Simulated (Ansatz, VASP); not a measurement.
**Te2Mo: VASP beside Ansatz**

```xyz
6
Lattice="3.5039 0.0000 0.0000 -1.7519 3.0345 0.0000 0.0000 0.0000 24.7677" Properties=species:S:1:pos:R:3 pbc="T T T"
Te    0.0000    2.0230    4.5000
Te    0.0000    2.0230    8.1339
Te   -0.5840    4.0459   11.5639
Te   -0.5840    4.0459   15.1977
Mo    1.7519    1.0115    6.3169
Mo    1.1680    3.0345   13.3808
```

Alike in both runs: task single point; functional PBE; dispersion D3(BJ); k mesh 9 × 9 × 1; occupations gaussian, width 0.05 eV; no spin polarisation.

```csv
,VASP,Ansatz
version,VASP 6.6.1,Ansatz 0.2.0
potentials or method,"VASP PAW PBE potentials, release 64 (Te, Mo_sv), cutoff 520 eV","scalar-relativistic, plane waves, PAW"
valence electrons in the cell,52,92
```

|  | VASP | Ansatz | Ansatz less VASP |
| --- | --- | --- | --- |
| gap on the k mesh at the Fermi level (eV) | 1.08 | 1.07 | -0.004 |
| least direct gap on the mesh (eV) | 1.14 | 1.14 | 0.000 |
| rms of the force components (eV/Å) | 0.027 | 0.028 | +0.0004 |

VASP's potentials hold 52 valence electrons a cell and Ansatz's 92, so a difference there can come from the potentials and not from the codes.

Spin-orbit coupling is off throughout.
